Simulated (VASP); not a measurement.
The system is Si.

```
CELL_PARAMETERS angstrom
3.88174 0.00000 0.00000
-1.94087 3.36168 0.00000
0.00000 0.00000 6.41596
ATOMIC_POSITIONS crystal
Si 0.66667 0.33333 0.93699
Si 0.33333 0.66667 0.43699
Si 0.66667 0.33333 0.56301
Si 0.33333 0.66667 0.06301
```

This cell differs from its parent crystal: volume scaled by 1.04.

Base run:

```yaml
Program: VASP 6.6.1
Functional: PBEsol
Potentials_or_basis: VASP PAW PBE potentials, release 64 (Si)
Cutoff: 520 eV
k_mesh: 8 × 8 × 4
Occupations: fermi-dirac, width 0.05 eV
Spin: no spin polarisation
```

Its results: band gap on the k mesh 0.38 eV, indirect (least direct gap 0.85 eV); pressure -3.7 GPa; largest force 0.024 eV/Å.

Problem. The run is repeated on the same cell with these changes: functional from PBEsol to r2SCAN; further incar settings from ALGO = Normal; EDIFF = 1e-07; NBANDS = 16 to ALGO = Normal; EDIFF = 1e-06; NBANDS = 16. What comes out?

Solution. Band gap on the k mesh 0.69 eV, indirect (least direct gap 1.26 eV); pressure -3.6 GPa; largest force 0.020 eV/Å.

Caveats: the PAW data sets were made with another functional, which shifts forces and pressure a little.

A k mesh can miss the band edges.
